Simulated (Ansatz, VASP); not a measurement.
# Ga in VASP and in Ansatz

Contents of INCAR:

```
SYSTEM = Ga
PREC = Accurate ; ENCUT = 520
EDIFF = 1E-8 ; ISMEAR = -1
SIGMA = 0.03 ; LREAL = .False.
LASPH = .True. ; NELM = 60
ALGO = Normal ; ISIF = 2
LWAVE = .False. ; LCHARG = .False.
GGA = PE ; LEFG = .True.
NBANDS = 20
```

Contents of KPOINTS:

```
Automatic mesh
0
Gamma
  14 14 11
  0 0 0
```

The input POSCAR:

```
Ga
1.0
    1.4244900000     -4.1472950000      0.0000000000
    1.4244900000      4.1472950000      0.0000000000
   -0.1209735000      0.0000000000      3.3299300000
Ga
2
Direct
    0.8690000000      0.1310000000      0.2500000000
    0.1310000000      0.8690000000      0.7500000000
```

Input for Ansatz:

```yaml
crystal:
  lattice:
    - [1.42449, -4.147295, 0.0]
    - [1.42449, 4.147295, 0.0]
    - [-0.1209735, 0.0, 3.32993]
  atoms:
    - { symbol: Ga, position: [0.869, 0.131, 0.25] }
    - { symbol: Ga, position: [0.131, 0.869, 0.75] }
kpoints:
  mp_grid: { grid: [14, 14, 11] }
scf:
  occupations: { method: fermi_dirac, width: 0.03 }
hamiltonian:
  xc: pbe
  pseudopotentials: { kind: all_electron, datasets: crystal }
output:
  forces: true
  stress: true
  eigenvalues: true
  efg: { contact_densities: true }
```

Change from the starting cell: equal xx and yy strain of +3 %, crystal datasets.

Alike in both runs: task electric field gradients; functional PBE; k mesh 14 × 14 × 11; occupations fermi-dirac, width 0.03 eV; no spin polarisation.

```csv
,VASP,Ansatz
version,VASP 6.6.1,Ansatz 0.2.0
potentials or method,"VASP PAW PBE potentials, release 64 (Ga_d), cutoff 520 eV","all-electron PAW with datasets made for the crystal, scalar-relativistic"
```

```csv
,VASP,Ansatz,Ansatz less VASP
pressure (GPa),-1.0,-1.1,-0.08
"traceless stress, the component that is largest in VASP (GPa)",0.22,0.22,0.000
rms of the force components (eV/Å),0.098,0.097,-0.0006
size of Vzz on the site where it differs most (V/Å²),21.6,23.3,+1.75
```

Atom by atom the forces differ by 0.001 eV/Å (rms over components). Ansatz ran all-electron here, and VASP with PAW potentials.
